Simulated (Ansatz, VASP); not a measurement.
# One calculation of Al6H, two programs

Contents of INCAR:

```
  PREC = Accurate
  ENCUT = 520
  EDIFF = 1E-7
  ISMEAR = 0
  SIGMA = 0.1
  LREAL = False
  LASPH = True
  NELM = 60
  ALGO = Normal
  ISIF = 2
  LWAVE = False
  LCHARG = False
  LDIPOL = True
  IDIPOL = 3
  DIPOL = 0.5 0.5 0.304
  GGA = PE
  NBANDS = 32
```

File KPOINTS:

```
regular mesh
0
Gamma
  6 6 1
```

POSCAR

```
Al6H
1.0
    5.7143028096      0.0000000000      0.0000000000
   -2.8571514048      4.9487313980      0.0000000000
    0.0000000000      0.0000000000     22.6016424636
Al H
12 2
Direct
    0.3333333333      0.1666666667      0.1769782885
    0.3333333333      0.6666666667      0.1769782885
    0.8333333333      0.1666666667      0.1769782885
    0.8333333333      0.6666666667      0.1769782885
    0.1666666667      0.3333333333      0.2787817904
    0.1666666667      0.8333333333      0.2787817904
    0.6666666667      0.3333333333      0.2787817904
    0.6666666667      0.8333333333      0.2787817904
    0.0000000000      0.0000000000      0.3805759903
    0.0000000000      0.5000000000      0.3805759903
    0.5000000000      0.0000000000      0.3805759903
    0.5000000000      0.5000000000      0.3805759903
    0.1565922228      0.3131844455      0.4571191001
    0.3434077772      0.6868155545      0.4571191001
```

Input for Ansatz:

```yaml
crystal:
  lattice:
    - [5.7143028096, 0.0, 0.0]
    - [-2.8571514048, 4.948731398, 0.0]
    - [0.0, 0.0, 22.6016424636]
  atoms:
    - { symbol: Al, position: [0.3333333333, 0.1666666667, 0.1769782885] }
    - { symbol: Al, position: [0.3333333333, 0.6666666667, 0.1769782885] }
    - { symbol: Al, position: [0.8333333333, 0.1666666667, 0.1769782885] }
    - { symbol: Al, position: [0.8333333333, 0.6666666667, 0.1769782885] }
    - { symbol: Al, position: [0.1666666667, 0.3333333333, 0.2787817904] }
    - { symbol: Al, position: [0.1666666667, 0.8333333333, 0.2787817904] }
    - { symbol: Al, position: [0.6666666667, 0.3333333333, 0.2787817904] }
    - { symbol: Al, position: [0.6666666667, 0.8333333333, 0.2787817904] }
    - { symbol: Al, position: [0.0, 0.0, 0.3805759903] }
    - { symbol: Al, position: [0.0, 0.5, 0.3805759903] }
    - { symbol: Al, position: [0.5, 0.0, 0.3805759903] }
    - { symbol: Al, position: [0.5, 0.5, 0.3805759903] }
    - { symbol: H, position: [0.1565922228, 0.3131844455, 0.4571191001] }
    - { symbol: H, position: [0.3434077772, 0.6868155545, 0.4571191001] }
basis:
  ecutwfc: 420
kpoints:
  mp_grid: { grid: [6, 6, 1] }
hamiltonian:
  xc: pbe
scf:
  occupations: { method: gaussian, width: 0.1 }
output:
  forces: true
  eigenvalues: true
efield:
  axis: 3
  dipole_correction: true
  ramp_width: 0.04
```

Alike in both runs: task single point; functional PBE; k mesh 6 × 6 × 1; occupations gaussian, width 0.1 eV; no spin polarisation.

|  | VASP | Ansatz |
| --- | --- | --- |
| version | VASP 6.6.1 | Ansatz 0.2.0 |
| potentials or method | VASP PAW PBE potentials, release 64 (Al, H), cutoff 520 eV | scalar-relativistic, plane waves, PAW |
| valence electrons in the cell | 38 | 38 |

|  | VASP | Ansatz | Ansatz less VASP |
| --- | --- | --- | --- |
| gap on the k mesh at the Fermi level (eV) | none | none | - |
| rms of the force components (eV/Å) | 0.338 | 0.338 | +0.0001 |

Atom by atom the forces differ by 0.001 eV/Å (rms over components). A gap of «none» marks a metal or a gap that the smearing closes. The functional is the same, so the differences come from potentials, cutoffs and numerics.
